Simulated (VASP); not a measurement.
**CdS: single point with r2SCAN**

Crystal: CdS.

```
CELL_PARAMETERS angstrom
4.14298 0.00000 0.00000
-2.07149 3.58792 0.00000
0.00000 0.00000 6.78655
ATOMIC_POSITIONS crystal
Cd 0.33333 0.66667 0.99904
Cd 0.66667 0.33333 0.49904
S 0.33333 0.66667 0.37596
S 0.66667 0.33333 0.87596
```

This cell differs from its parent crystal: in-plane strain -0.005.

* Program: VASP 6.6.1
* Task: single point
* Functional: r2SCAN
* Potentials or basis: VASP PAW PBE potentials, release 64 (Cd, S)
* Cutoff: 520 eV
* k mesh: 6 × 6 × 4
* Occupations: gaussian, width 0.01 eV
* Spin: no spin polarisation
* Dipole correction: no
* Further INCAR settings: ALGO = Normal; EDIFF = 1e-07; NBANDS = 26

The pressure is 0.8 GPa and the largest force is 0.062 eV/Å. The band gap on the k mesh is 1.63 eV.

Forces in eV/Å, atoms in the order of the input:
```
Cd   0.000  0.000  0.062
Cd   0.000  0.000  0.062
S    0.000  0.000 -0.062
S    0.000  0.000 -0.062
```

Stress tensor (GPa, compression positive):
```
1.05 0.00 0.00
0.00 1.05 0.00
0.00 0.00 0.19
```

Levels at points of the mesh, in eV from the valence-band top:
```tsv
k point	band 14	band 15	band 16	band 17	band 18	band 19	band 20	band 21	band 22	band 23
(0.00, 0.00, 0.00)	-0.73	-0.73	-0.06	0.00	0.00	1.63	3.26	7.01	7.01	7.24
(0.50, 0.00, 0.00)	-3.51	-2.63	-1.86	-1.29	-0.77	4.15	4.27	5.39	6.82	7.52
(0.00, 0.00, 0.50)	-2.45	-0.38	-0.38	-0.38	-0.38	3.28	3.28	6.59	6.59	7.35
(0.50, 0.00, 0.50)	-4.12	-1.34	-1.34	-1.34	-1.34	3.86	3.86	5.78	5.78	8.35
```

Wall time 2.4 min on 1 thread of AMD EPYC 9R45 96-Core Processor (Zen 5), with other jobs on the host, peak memory 0.21 GiB.

Caveat: the cell differs from its parent crystal (in-plane strain -0.005); the PAW data sets were made with another functional, which shifts forces and pressure a little.
